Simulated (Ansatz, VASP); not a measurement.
## One calculation of MoSe, two programs

```xyz
4
Lattice="3.9949 0.0000 0.0000 -1.9975 3.4597 0.0000 0.0000 0.0000 6.8337" Properties=species:S:1:pos:R:3 pbc="T T T"
Mo    0.0000    0.0000    0.0000
Mo    0.0000    0.0000    3.4169
Se    0.0000    2.3065    1.7084
Se    1.9975    1.1532    5.1253
```

Alike in both runs: functional r2SCAN; k mesh 6 × 6 × 4; occupations gaussian, width 0.1 eV; collinear spin; Hubbard terms Mo d U = 4.38 eV.

Ansatz relaxed the structure, and its values are those at the end. VASP's run is a single point on that final structure, the one shown.

|  | VASP | Ansatz |
| --- | --- | --- |
| version | VASP 6.6.1 | Ansatz 0.2.0 |
| potentials or method | VASP PAW PBE potentials, release 64 (Mo_sv, Se), cutoff 520 eV | scalar-relativistic, plane waves, PAW |
| valence electrons in the cell | 40 | 60 |

Ansatz gave:

```
gap on the k mesh at the Fermi level (eV)                     : none
pressure (GPa)                                                : 0.2
net moment per atom (μB)                                      : 2.00
size of the moment on the site where the two differ most (μB) : 3.46
```

Question: What did VASP give for the same quantities?

Answer: gap on the k mesh at the Fermi level (eV): none; pressure (GPa): -1.0; net moment per atom (μB): 2.00; size of the moment on the site where the two differ most (μB): 3.69.

VASP's potentials were made for PBE, not for r2SCAN. Site moments also hang on the region over which each program counts them. The programs project onto different local orbitals, so the same U acts differently, and such runs can settle in different states. A gap of «none» marks a metal or a gap that the smearing closes. VASP's potentials hold 40 valence electrons a cell and Ansatz's 60, so a difference there can come from the potentials and not from the codes. Ansatz's warnings: filled band counts differ across k points.
